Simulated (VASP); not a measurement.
# Hf (P6/mmm) in VASP: notebook

The runs below take Hf through single point, relaxation of cell and atoms, with PBE.

Program: VASP 6.6.1. These are calculated values, not measurements. Logs are shortened: lines on timing, memory, paths and dates and some standing lists are left out, and cuts for length are marked.

### Step 1. The cell of the first run

Symmetry: P6/mmm, No. 191, hexagonal system. The conventional cell has a = 2.894 Å, b = 2.894 Å, c = 2.881 Å, α = 90.00°, β = 90.00°, γ = 120.00°. Hf (site symmetry 6/mmm) has 8 Hf at 2.88 to 2.89 Å within 3.8 Å.

### Step 2. Single point, PBE

INCAR

```
ALGO = Normal
EDIFF = 1E-6
ENCUT = 520
GGA = PE
ISIF = 2
ISMEAR = -1
LASPH = T
LCHARG = F
LREAL = F
LWAVE = F
NBANDS = 11
NELM = 60
PREC = Accurate
SIGMA = 0.08
```

KPOINTS

```
k-points
0
Gamma
  15 15 14
```

POSCAR

```
Hf
1.0
    2.8942876591      0.0000000000      0.0000000000
   -1.4471438296      2.5065266387      0.0000000000
    0.0000000000      0.0000000000      2.8807237187
Hf
1
Direct
    0.0000000000      0.0000000000      0.0000000000
```

Potentials or basis: VASP PAW PBE potentials, release 64 (Hf_pv).

Launch:

```console
$ cat potpaw_PBE.64/Hf_pv/POTCAR > POTCAR
$ mpirun -np 1 vasp_std > vasp.out
```

OUTCAR:

```text
EDIFF = 1E-6
   ENCUT = 520
   GGA = PE
   ISIF = 2
   ISMEAR = -1
   LASPH = T
   LREAL = F
   NELM = 60
   PREC = Accurate

 ion  position               nearest neighbor table
   1  0.000  0.000  0.000-

  LATTYP: Found a hexagonal cell.
 ALAT       =     2.8942876591
 C/A-ratio  =     0.9953135479

  Lattice vectors:

 A1 = (   2.8942876591,   0.0000000000,   0.0000000000)
 A2 = (  -1.4471438296,   2.5065266387,   0.0000000000)
 A3 = (   0.0000000000,   0.0000000000,   2.8807237187)

Analysis of symmetry for initial positions (statically):
=====================================================================
 Subroutine PRICEL returns:
 Original cell was already a primitive cell.

 Routine SETGRP: Setting up the symmetry group for a
 hexagonal supercell.

 Subroutine GETGRP returns: Found 24 space group operations
 (whereof 24 operations were pure point group operations)
 out of a pool of 24 trial point group operations.

The static configuration has the point symmetry D_6h.

Analysis of symmetry for dynamics (positions and initial velocities):
=====================================================================
 Subroutine PRICEL returns:
 Original cell was already a primitive cell.

 Routine SETGRP: Setting up the symmetry group for a
 hexagonal supercell.

 Subroutine GETGRP returns: Found 24 space group operations
 (whereof 24 operations were pure point group operations)
 out of a pool of 24 trial point group operations.

The dynamic configuration has the point symmetry D_6h.

 Subroutine INISYM returns: Found 24 space group operations
 (whereof 24 operations are pure point group operations),
 and found     1 'primitive' translations

----------------------------------------------------------------------------------------

                                     Primitive cell

  volume of cell :      20.8985

  direct lattice vectors                    reciprocal lattice vectors
     2.894287659  0.000000000  0.000000000     0.345508159  0.199479228  0.000000000
    -1.447143830  2.506526639  0.000000000     0.000000000  0.398958457  0.000000000
     0.000000000  0.000000000  2.880723719     0.000000000  0.000000000  0.347134990

  length of vectors
     2.894287659  2.894287659  2.880723719     0.398958457  0.398958457  0.347134990

  position of ions in fractional coordinates (direct lattice)
     0.000000000  0.000000000  0.000000000

  ion indices of the primitive-cell ions
   primitive index   ion index
                 1           1

----------------------------------------------------------------------------------------

 KPOINTS: k-points

Automatic generation of k-mesh.
 Grid dimensions read from file:
 generate k-points for:   15   15   14

 Generating k-lattice:

  Cartesian coordinates                     Fractional coordinates (reciprocal lattice)
     0.023033877  0.013298615  0.000000000     0.066666667  0.000000000  0.000000000
     0.000000000  0.026597230  0.000000000     0.000000000  0.066666667  0.000000000
     0.000000000  0.000000000  0.024795356     0.000000000  0.000000000  0.071428571

  Length of vectors
     0.026597230  0.026597230  0.024795356

  Shift w.r.t. Gamma in fractional coordinates (k-lattice)
     0.000000000  0.000000000  0.000000000

 Subroutine IBZKPT returns following result:
 ===========================================

 Found    216 irreducible k-points:

 Following reciprocal coordinates:
            Coordinates               Weight
  0.000000  0.000000  0.000000      1.000000
  0.066667  0.000000  0.000000      6.000000
  0.133333  0.000000  0.000000      6.000000
  0.200000  0.000000  0.000000      6.000000
  0.266667  0.000000  0.000000      6.000000
  0.333333  0.000000  0.000000      6.000000
[... 16 lines left out ...]
  0.333333  0.200000  0.000000     12.000000
  0.400000  0.200000  0.000000      6.000000
 [... further k-points ...]
   k-points           NKPTS =    216   k-points in BZ     NKDIM =    216   number of bands    NBANDS=     11
   number of dos      NEDOS =    301   number of ions     NIONS =      1
   total plane-waves  NPLWV =  13824
   dimension x,y,z NGX =    24 NGY =   24 NGZ =   24
   dimension x,y,z NGXF=    48 NGYF=   48 NGZF=   48
   ions per type =               1
   NGX,Y,Z   is equivalent  to a cutoff of  13.79, 13.79, 13.85 a.u.
   NGXF,Y,Z  is equivalent  to a cutoff of  27.57, 27.57, 27.70 a.u.
 SYSTEM =  unknown system
   PREC   = accura    normal or accurate (medium, high low for compatibility)
   ISTART =      0    job   : 0-new  1-cont  2-samecut
   ICHARG =      2    charge: 1-file 2-atom 10-const
   ISPIN  =      1    spin polarized calculation?
   LNONCOLLINEAR =      F non collinear calculations
   LSORBIT =      F    spin-orbit coupling
   LASPH  =      T    aspherical Exc in radial PAW
   ENCUT  =  520.0 eV  38.22 Ry    6.18 a.u.   5.38  5.38  5.36*2*pi/ulx,y,z
   NELM   =     60;   NELMIN=  2; NELMDL= -5     # of ELM steps
   EDIFF  = 0.1E-05   stopping-criterion for ELM
   LREAL  =      F    real-space projection
   EDIFFG = 0.1E-04   stopping-criterion for IOM
   NSW    =      0    number of steps for IOM
   IBRION =     -1    ionic relax: 0-MD 1-quasi-New 2-CG
   NFREE  =      0    steps in history (QN), initial steepest desc. (CG)
   ISIF   =      2    stress and relaxation
   ISYM   =      2    0-nonsym 1-usesym 2-fastsym
   POTIM  = 0.5000    time-step for ionic-motion
   TEBEG  =    0.0;   TEEND  =   0.0 temperature during run
   PSTRESS=    0.0 pullay stress
   NELECT =      10.0000    total number of electrons
   NUPDOWN=      -1.0000    fix difference up-down
   EMIN   =  10.00;   EMAX   =-10.00  energy-range for DOS
   EFERMI =   0.00;   METHOD = LEGACY
   ISMEAR =    -1;   SIGMA  =   0.08  broadening in eV -4-tet -1-fermi 0-gaus
   EFERMI_NEDOS =   21; number of points for ismear=-14 and -15
   IALGO  =     38    algorithm
   IMIX   =      4    mixing-type and parameters
     AMIX     =   0.40;   BMIX     =  1.00
     AMIX_MAG =   1.60;   BMIX_MAG =  1.00
  volume/ion in A,a.u.               =      20.90       141.03
  Fermi-wavevector in a.u.,A,eV,Ry     =   1.280471  2.419739 22.308181  1.639605
  Thomas-Fermi vector in A             =   2.412897
   LORBIT       =      0    0 simple, 1 ext, 2 COOP (PROOUT), +10 PAW based schemes
   GGA     = PE    functional components
   LHFCALC =     F    Hartree Fock is set to
   AEXX    =    0.0000 exact exchange contribution
   IVDW    =     0    specifies the selected vdW correction
   LEPSILON=     F    determine dielectric tensor
   LRPA    =     F    only Hartree local field effects (RPA)
 non-spin polarized calculation
  energy-cutoff  :      520.00
  volume of cell :       20.90
 maximum number of plane-waves:       581
 NGX is ok and might be reduce to    24
   NGX = 11   NGY = 11   NGZ = 11

 number of electron      10.0000000 magnetization

 Free energy of the ion-electron system (eV)
  ---------------------------------------------------
  ext. energy  EPLUGINS =         0.00000000
  ---------------------------------------------------
  free energy    TOTEN  =        -9.38070276 eV

  energy without entropy =       -9.36920710  energy(sigma->0) =       -9.37495493

 E-fermi :   4.9700     XC(G=0): -11.5462

 val. band max:        4.9402306417   @ k =   0.1333   0.1333   0.0000
 cond. band min:       4.9818189775   @ k =   0.1333   0.1333   0.0714
 fundamental gap:      0.0415883358
 Fermi energy:         4.9700397552

 k-point     1 :       0.0000    0.0000    0.0000
  band No.  band energies     occupation
      1     -24.7327      2.00000
      2     -24.4661      2.00000
      3     -24.4661      2.00000
      4      -2.1061      2.00000
      5       3.1850      2.00000
      6       6.7847      0.00000
      7       6.7847      0.00000
      8      12.4718      0.00000
      9      12.4718      0.00000
     10      17.5156      0.00000
     11      17.8288      0.00000

 k-point     2 :       0.0667    0.0000    0.0000
  band No.  band energies     occupation
      1     -24.7252      2.00000
      2     -24.5338      2.00000
      3     -24.4808      2.00000
      4      -1.9287      2.00000
      5       3.2786      2.00000
      6       6.5393      0.00000
      7       6.9610      0.00000
      8      12.0535      0.00000
      9      12.4223      0.00000
     10      18.0091      0.00000
     11      18.3797      0.00000

 k-point     3 :       0.1333    0.0000    0.0000
  band No.  band energies     occupation
      1     -24.7215      2.00000
      2     -24.7040      2.00000
      3     -24.5219      2.00000
      4      -1.4265      2.00000
      5       3.5380      2.00000
      6       5.9632      0.00001
      7       7.4827      0.00000
      8      11.1428      0.00000
      9      12.2853      0.00000
     10      18.4641      0.00000
     11      19.2821      0.00000

 k-point     4 :       0.2000    0.0000    0.0000
  band No.  band energies     occupation
      1     -24.9890      2.00000
      2     -24.6726      2.00000
      3     -24.5819      2.00000
      4      -0.6864      2.00000
      5       3.8474      2.00000
      6       5.4178      0.00739
      7       8.3264      0.00000
      8      10.1526      0.00000
      9      12.0909      0.00000
     10      18.4444      0.00000
     11      19.1421      0.00000
[... 239 lines left out ...]
 k-point    22 :       0.2667    0.2000    0.0000
  band No.  band energies     occupation
      1     -25.6179      2.00000
      2     -24.9971      2.00000
      3     -24.5671      2.00000
      4       2.3097      2.00000
      5       4.0037      1.99999
      6       5.2309      0.07393
      7       8.4585      0.00000
      8      10.5652      0.00000
      9      12.1633      0.00000
     10      15.9450      0.00000
     11      17.1652      0.00000

 k-point    23 :       0.3333    0.2000    0.0000
  band No.  band energies     occupation
      1     -25.6957      2.00000
      2     -25.0871      2.00000
      3     -24.5494      2.00000
      4       2.7480      2.00000
      5       4.1912      1.99988
      6       5.4382      0.00573
      7       8.2977      0.00000
      8      10.2565      0.00000
      9      12.9852      0.00000
     10      15.0716      0.00000
     11      16.3779      0.00000

 k-point    24 :       0.4000    0.2000    0.0000
  band No.  band energies     occupation
      1     -25.7220      2.00000
      2     -25.1199      2.00000
      3     -24.5432      2.00000
      4       2.8274      2.00000
      5       4.4095      1.99819
      6       5.4675      0.00398
      7       8.2466      0.00000
      8      10.1454      0.00000
      9      13.6790      0.00000
     10      14.2364      0.00000
     11      16.1259      0.00000

 [... further k-points ...]
[... 5 lines left out ...]
  --------------------------------------------------------------------------------------
  -------------------------------------------------------------------------------------
  Total        1.4999143      1.4999143      1.5128005     -0.0000000     -0.0000000      0.0000000
  in kB      114.9903492    114.9903492    115.9782651     -0.0000000     -0.0000000      0.0000000
  external PRESSURE =     115.3196545 kB  Pullay stress =       0.0000000 kB

 VOLUME and BASIS-vectors are now :
 -----------------------------------------------------------------------------
  energy-cutoff  :      520.00
  volume of cell :       20.90
      direct lattice vectors                 reciprocal lattice vectors
     2.894287659  0.000000000  0.000000000     0.345508159  0.199479228  0.000000000
    -1.447143830  2.506526639  0.000000000     0.000000000  0.398958457  0.000000000
     0.000000000  0.000000000  2.880723719     0.000000000  0.000000000  0.347134990

 POSITION                                       TOTAL-FORCE (eV/Angst)
 -----------------------------------------------------------------------------------
      0.00000      0.00000      0.00000         0.000000      0.000000      0.000000
 -----------------------------------------------------------------------------------
    total drift:                                0.000000      0.000000      0.000000

  FREE ENERGIE OF THE ION-ELECTRON SYSTEM (eV)
  ---------------------------------------------------
  free  energy   TOTEN  =        -9.3807027633 eV

  energy  without entropy=       -9.3692071033  energy(sigma->0) =       -9.37495493
```

Run time: 22 s. Hardware: 1 thread of Intel Xeon Platinum 8375C at 2.90GHz (Ice Lake), shared host; peak memory 0.17 GiB.

Results:

```
Free energy            : -9.3807 eV
Pressure               : 11.5 GPa
Band gap on the k mesh : zero (band 5 reaches 5.33 eV, above the bottom of band 6 at 4.57 eV)
```

Caveat: spin-orbit coupling is left out, which moves the levels of the heavy elements.

(Continued in part 2 of 2.)
